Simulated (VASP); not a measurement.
Here is a VASP 6.6.1 calculation.

The input POSCAR:

```
Mg2C
1.0
    0.0000000000      2.7375098464      2.7118379467
    2.7375098464      0.0000000000      2.7118379467
    2.7375098464      2.7375098464      0.0000000000
C Mg
1 2
Direct
    0.0000000000      0.0000000000      0.0000000000
    0.2500000000      0.2500000000      0.2500000000
    0.7500000000      0.7500000000      0.7500000000
```

Contents of INCAR.step1:

```
SYSTEM = Mg2C
PREC = Accurate
ENCUT = 520
EDIFF = 1E-5
ISMEAR = 0
SIGMA = 0.01
LREAL = .False.
LASPH = .True.
NELM = 120
ALGO = Normal
ISIF = 2
LWAVE = .True.
LCHARG = .False.
NBANDS = 11
GGA = PE
GGA_COMPAT = .False.
```

File INCAR.step2:

```
SYSTEM = Mg2C
PREC = Accurate
ENCUT = 520
EDIFF = 1E-6
ISMEAR = 0
SIGMA = 0.01
LREAL = .False.
LASPH = .True.
NELM = 120
ALGO = Normal
ISIF = 2
LWAVE = .False.
LCHARG = .False.
GGA = PE
LHFCALC = .True.
HFSCREEN = 0.2079
PRECFOCK = Normal
NBANDS = 11
ISTART = 1
GGA_COMPAT = .False.
```

File KPOINTS:

```
Automatic mesh
0
Gamma
  6 6 6
  0 0 0
```

Potentials or basis: VASP PAW PBE potentials, release 64 (C, Mg).

Launch:

```bash
$ cat potpaw_PBE.64/C/POTCAR potpaw_PBE.64/Mg/POTCAR > POTCAR
$ cp INCAR.step1 INCAR
$ mpirun -np 1 vasp_std > vasp.out
$ cp INCAR.step2 INCAR
$ mpirun -np 1 vasp_std > vasp.out
```

(1) Predict the pressure.

(2) Predict the band gap on the k mesh.

Answers

(1) -2.5 GPa.

(2) 1.33 eV (least direct gap 2.13 eV).

Caveat: the cell differs from its parent crystal (epitaxial xy strain +1.0%); the structure was generated, so it needn't be the stable form of Mg2C; the PAW data sets were made with another functional, which shifts forces and pressure a little.
